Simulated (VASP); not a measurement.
# ScAl3 (Amm2) in VASP: single point with PBE

Aim: the single point of ScAl3 with PBE.

Program: VASP 6.6.1. These are calculated values, not measurements. Logs are shortened: lines on timing, memory, paths and dates and some standing lists are left out, and cuts for length are marked.

## Step 1: The cell of the first run

Symmetry: Amm2, No. 38, orthorhombic system. Conventional cell: a = 4.105 Å, b = 5.806 Å, c = 5.806 Å, α = 90.00°, β = 90.00°, γ = 90.00°. Sc (site symmetry mm2) has 12 Al at 2.89 to 2.92 Å within 3.8 Å. Al (site symmetry m) has 4 Sc at 2.89 to 2.91 Å and 8 Al at 2.90 Å within 3.8 Å. Within 3.8 Å of Al (site symmetry mm2) lie 4 Sc at 2.89 to 2.92 Å and 8 Al at 2.90 Å.

## Step 2: Single point, PBE (atom 1 (Sc) moved +0.017 Å along Cartesian [1 -1 0])

INCAR reads:

```
SYSTEM = ScAl3
PREC     = Accurate       ! precision mode
ENCUT    = 520            ! plane-wave cutoff, eV
EDIFF    = 1E-7           ! SCF threshold, eV
ISMEAR   = 0              ! smearing method
SIGMA    = 0.15           ! smearing width, eV
LREAL    = .False.        ! projectors in reciprocal space
LASPH    = .True.         ! aspherical terms in the spheres
NELM     = 60             ! most SCF steps
ALGO     = Fast           ! electronic algorithm
ISIF     = 2              ! what is computed and relaxed
LWAVE    = .False.        ! write WAVECAR
LCHARG   = .False.        ! write CHGCAR
GGA      = PE             ! functional
NBANDS   = 18             ! bands
```

KPOINTS reads:

```
Automatic mesh
0
Gamma
  12 12 12
  0 0 0
```

POSCAR reads:

```
ScAl3
1.0
    4.1053305968      0.0000000000      0.0000000000
    0.0000000000      4.1053305968      0.0000000000
    0.0000000000      0.0000000000      4.1053305968
Sc Al
1 3
Direct
    0.0028764269     -0.0028764269      0.0000000000
    0.5000000000      0.0000000000      0.5000000000
    0.0000000000      0.5000000000      0.5000000000
    0.5000000000      0.5000000000      0.0000000000
```

Potentials or basis: VASP PAW PBE potentials, release 64 (Sc_sv, Al).

On the command line:

```console
$ cat potpaw_PBE.64/Sc_sv/POTCAR potpaw_PBE.64/Al/POTCAR > POTCAR
$ mpirun -np 1 vasp_std > vasp.out
```

OUTCAR:

```text
SYSTEM = ScAl3
   PREC = Accurate
   ENCUT = 520
   EDIFF = 1E-7
   ISMEAR = 0
   LREAL = .False.
   LASPH = .True.
   NELM = 60
   ISIF = 2
   GGA = PE

 ion  position               nearest neighbor table
   1  0.003  0.997  0.000-   4 2.89   3 2.89   2 2.89   2 2.89   3 2.89   4 2.90   4 2.90   3 2.91
                             2 2.91   3 2.91   2 2.91   4 2.92
   2  0.500  0.000  0.500-   1 2.89   1 2.89   4 2.90   3 2.90   4 2.90   3 2.90   4 2.90   4 2.90
                             3 2.90   3 2.90   1 2.91   1 2.91
   3  0.000  0.500  0.500-   1 2.89   1 2.89   4 2.90   2 2.90   4 2.90   2 2.90   2 2.90   4 2.90
                             4 2.90   2 2.90   1 2.91   1 2.91
   4  0.500  0.500  0.000-   1 2.89   2 2.90   3 2.90   2 2.90   3 2.90   2 2.90   2 2.90   3 2.90
                             3 2.90   1 2.90   1 2.90   1 2.92

  LATTYP: Found a simple cubic cell.
 ALAT       =     4.1053305968

  Lattice vectors:

 A1 = (   4.1053305968,   0.0000000000,   0.0000000000)
 A2 = (   0.0000000000,   4.1053305968,   0.0000000000)
 A3 = (   0.0000000000,   0.0000000000,   4.1053305968)

Analysis of symmetry for initial positions (statically):
=====================================================================
 Subroutine PRICEL returns:
 Original cell was already a primitive cell.

 Routine SETGRP: Setting up the symmetry group for a
 simple cubic supercell.

 Subroutine GETGRP returns: Found  4 space group operations
 (whereof  4 operations were pure point group operations)
 out of a pool of 48 trial point group operations.

The static configuration has the point symmetry C_2v.

Analysis of symmetry for dynamics (positions and initial velocities):
=====================================================================
 Subroutine PRICEL returns:
 Original cell was already a primitive cell.

 Routine SETGRP: Setting up the symmetry group for a
 simple cubic supercell.

 Subroutine GETGRP returns: Found  4 space group operations
 (whereof  4 operations were pure point group operations)
 out of a pool of 48 trial point group operations.

The dynamic configuration has the point symmetry C_2v.

 Subroutine INISYM returns: Found  4 space group operations
 (whereof  4 operations are pure point group operations),
 and found     1 'primitive' translations

----------------------------------------------------------------------------------------

                                     Primitive cell

  volume of cell :      69.1902

  direct lattice vectors                    reciprocal lattice vectors
[... 95 lines left out ...]
   IBRION =     -1    ionic relax: 0-MD 1-quasi-New 2-CG
   NFREE  =      0    steps in history (QN), initial steepest desc. (CG)
   ISIF   =      2    stress and relaxation
   ISYM   =      2    0-nonsym 1-usesym 2-fastsym
   POTIM  = 0.5000    time-step for ionic-motion
   TEBEG  =    0.0;   TEEND  =   0.0 temperature during run
   PSTRESS=    0.0 pullay stress
   NELECT =      20.0000    total number of electrons
   NUPDOWN=      -1.0000    fix difference up-down
   EMIN   =  10.00;   EMAX   =-10.00  energy-range for DOS
   EFERMI =   0.00;   METHOD = LEGACY
   ISMEAR =     0;   SIGMA  =   0.15  broadening in eV -4-tet -1-fermi 0-gaus
   EFERMI_NEDOS =   21; number of points for ismear=-14 and -15
   IALGO  =     68    algorithm
   IMIX   =      4    mixing-type and parameters
     AMIX     =   0.40;   BMIX     =  1.00
     AMIX_MAG =   1.60;   BMIX_MAG =  1.00
  volume/ion in A,a.u.               =      17.30       116.73
  Fermi-wavevector in a.u.,A,eV,Ry     =   1.082439  2.045513 15.941590  1.171674
  Thomas-Fermi vector in A             =   2.218480
   LORBIT       =      0    0 simple, 1 ext, 2 COOP (PROOUT), +10 PAW based schemes
   GGA     = PE    functional components
   LHFCALC =     F    Hartree Fock is set to
   AEXX    =    0.0000 exact exchange contribution
   IVDW    =     0    specifies the selected vdW correction
   LEPSILON=     F    determine dielectric tensor
   LRPA    =     F    only Hartree local field effects (RPA)
 non-spin polarized calculation
 RMM-DIIS sequential band-by-band and
 Gauss-broadening in eV      SIGMA  =   0.15
  energy-cutoff  :      520.00
  volume of cell :       69.19
 maximum number of plane-waves:      1888
   NGX = 15   NGY = 15   NGZ = 15

 number of electron      19.9999998 magnetization

 Free energy of the ion-electron system (eV)
  ---------------------------------------------------
  ext. energy  EPLUGINS =         0.00000000
  ---------------------------------------------------
  free energy    TOTEN  =       -19.30557875 eV

  energy without entropy =      -19.29054348  energy(sigma->0) =      -19.29806111

 E-fermi :   7.1775     XC(G=0): -10.3669

 val. band max:        7.1484071939   @ k =  -0.0833   0.2500   0.0000
 cond. band min:       7.1884720872   @ k =   0.2500   0.2500   0.5000
 fundamental gap:      0.0400648932
 Fermi energy:         7.1775232314

 k-point     1 :       0.0000    0.0000    0.0000
  band No.  band energies     occupation
      1     -41.8522      2.00000
      2     -20.5514      2.00000
      3     -20.5514      2.00000
      4     -20.5513      2.00000
      5      -2.8059      2.00000
      6       4.5526      2.00000
[... 481 lines left out ...]
      5      -2.1820      2.00000
      6       2.1023      2.00000
[... 10 lines left out ...]
     17      12.0218      0.00000
     18      12.9059      0.00000

 [... further k-points ...]

------------------------ aborting loop because EDIFF is reached ----------------------------------------

  FORCE on cell =-STRESS in cart. coord.  units (eV):
  Direction    XX          YY          ZZ          XY          YZ          ZX
  --------------------------------------------------------------------------------------
  -------------------------------------------------------------------------------------
  Total       -0.0209558     -0.0209558     -0.0212480     -0.0020489      0.0000000      0.0000000
  in kB       -0.4852563     -0.4852563     -0.4920208     -0.0474455      0.0000000      0.0000000
  external PRESSURE =      -0.4875111 kB  Pullay stress =       0.0000000 kB

 VOLUME and BASIS-vectors are now :
 -----------------------------------------------------------------------------
  energy-cutoff  :      520.00
  volume of cell :       69.19
      direct lattice vectors                 reciprocal lattice vectors
     4.105330597  0.000000000  0.000000000     0.243585742  0.000000000  0.000000000
     0.000000000  4.105330597  0.000000000     0.000000000  0.243585742  0.000000000
     0.000000000  0.000000000  4.105330597     0.000000000  0.000000000  0.243585742

 POSITION                                       TOTAL-FORCE (eV/Angst)
 -----------------------------------------------------------------------------------
      0.01181      4.09352      0.00000        -0.111085      0.111085      0.000000
      2.05267      0.00000      2.05267         0.050089     -0.010880      0.000000
      0.00000      2.05267      2.05267         0.010880     -0.050089      0.000000
      2.05267      2.05267      0.00000         0.050116     -0.050116      0.000000
 -----------------------------------------------------------------------------------
    total drift:                               -0.000280      0.000280      0.000000

  FREE ENERGIE OF THE ION-ELECTRON SYSTEM (eV)
  ---------------------------------------------------
  free  energy   TOTEN  =       -19.3055787476 eV

  energy  without entropy=      -19.2905434752  energy(sigma->0) =      -19.29806111
```

OSZICAR:

```text
N       E                     dE             d eps       ncg     rms          rms(c)
DAV:   1     0.108112676079E+03    0.10811E+03   -0.82328E+03 10868   0.100E+03
DAV:   2    -0.154216743238E+02   -0.12353E+03   -0.12057E+03 10862   0.289E+02
DAV:   3    -0.201983468042E+02   -0.47767E+01   -0.46040E+01 16408   0.552E+01
DAV:   4    -0.203162525457E+02   -0.11791E+00   -0.11753E+00 16540   0.874E+00
DAV:   5    -0.203188010745E+02   -0.25485E-02   -0.25483E-02 15880   0.113E+00    0.871E+00
RMM:   6    -0.192418919270E+02    0.10769E+01   -0.18229E+00 11304   0.150E+01    0.261E+00
RMM:   7    -0.193648322971E+02   -0.12294E+00   -0.23079E+00 14942   0.653E+00    0.141E+00
RMM:   8    -0.193055888931E+02    0.59243E-01   -0.14830E-01 12220   0.451E+00    0.160E+00
RMM:   9    -0.193096226125E+02   -0.40337E-02   -0.88409E-02 15240   0.219E+00    0.688E-01
RMM:  10    -0.193051612658E+02    0.44613E-02   -0.22700E-02 13780   0.135E+00    0.128E-01
RMM:  11    -0.193059764870E+02   -0.81522E-03   -0.57345E-03 14852   0.503E-01    0.114E-01
RMM:  12    -0.193055984851E+02    0.37800E-03   -0.16426E-03 16199   0.301E-01    0.311E-02
RMM:  13    -0.193056226735E+02   -0.24188E-04   -0.21214E-04 16459   0.103E-01    0.427E-02
RMM:  14    -0.193055957704E+02    0.26903E-04   -0.15842E-04 16087   0.790E-02    0.798E-02
RMM:  15    -0.193055753734E+02    0.20397E-04   -0.26448E-05 15459   0.464E-02    0.552E-02
RMM:  16    -0.193055788280E+02   -0.34546E-05   -0.55052E-06 16780   0.204E-02    0.541E-02
RMM:  17    -0.193055787476E+02    0.80455E-07   -0.85284E-07 14121   0.836E-03
   1 F= -.19305579E+02 E0= -.19298061E+02  d E =-.150353E-01
```

It took 3.7 min on 1 thread of Intel Xeon Platinum 8488C (Sapphire Rapids), shared host; peak memory 0.45 GiB.

Results:

```yaml
Free_energy: -19.3056 eV
Pressure: 0.0 GPa
Largest_force: 0.157 eV/Å
Band_gap_on_the_k_mesh: zero (band 10 reaches 8.08 eV, above the bottom of band 11 at 4.21 eV)
```

Forces in eV/Å, atoms in the order of the input:
```
Sc  -0.111  0.111  0.000
Al   0.050 -0.011  0.000
Al   0.011 -0.050  0.000
Al   0.050 -0.050  0.000
```

Levels at points of the mesh, in eV from the Fermi level:
```
           k point  band 8  band 9  band 10  band 11  band 12  band 13
(0.00, 0.00, 0.00)   -1.83   -1.83    -1.83     1.25     1.28     1.28
(0.50, 0.00, 0.00)   -1.71   -1.46     0.78     0.97     0.97     1.34
(0.00, 0.00, 0.50)   -1.71   -1.46     0.78     0.96     0.97     1.34
(0.50, 0.50, 0.00)   -4.35   -0.54    -0.54     1.18     1.34     2.04
(0.00, 0.50, 0.50)   -4.35   -0.54    -0.54     1.18     1.35     2.04
(0.50, 0.50, 0.50)   -4.45   -2.96    -2.96    -2.96     0.91     2.57
```

Caveat: the cell differs from its parent crystal (atom 1 (Sc) moved +0.017 Å along Cartesian [1 -1 0]).
